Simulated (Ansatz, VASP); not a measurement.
# CuI: VASP beside Ansatz

```
Cu I
1.0
     3.78229   -3.75992    0.00000
     3.78229    3.75992    0.00000
     0.00000    0.00000    4.36368
Cu I
2 2
Direct
  0.42044 0.57956 0.75000
  0.57956 0.42044 0.25000
  0.77004 0.22996 0.75000
  0.22996 0.77004 0.25000
```

Change from the starting cell: volume scaled by 1.04, PAW files.

Alike in both runs: task electric field gradients; functional PBE; k mesh 5 × 5 × 6; occupations fermi-dirac, width 0.02 eV; no spin polarisation.

```csv
,VASP,Ansatz
version,VASP 6.6.1,Ansatz 0.2.0
potentials or method,"VASP PAW PBE potentials, release 64 (Cu, I)","PAW with Ansatz's default frozen-core files, scalar-relativistic"
plane-wave cutoff (eV),520,420
valence electrons in the cell,36,72
```

|  | VASP | Ansatz | Ansatz less VASP |
| --- | --- | --- | --- |
| gap on the k mesh at the Fermi level (eV) | 1.00 | 0.98 | -0.013 |
| pressure (GPa) | -0.1 | -0.2 | -0.05 |
| traceless stress, the component that is largest in VASP (GPa) | 0.72 | 0.77 | +0.058 |
| rms of the force components (eV/Å) | 0.068 | 0.070 | +0.0019 |
| size of Vzz on the site where it differs most (V/Å²) | 416.9 | 430.7 | +13.75 |

Atom by atom the forces differ by 0.005 eV/Å (rms over components). VASP's potentials hold 36 valence electrons a cell and Ansatz's 72, so a difference there can come from the potentials and not from the codes.

Neither program's run includes spin-orbit coupling.
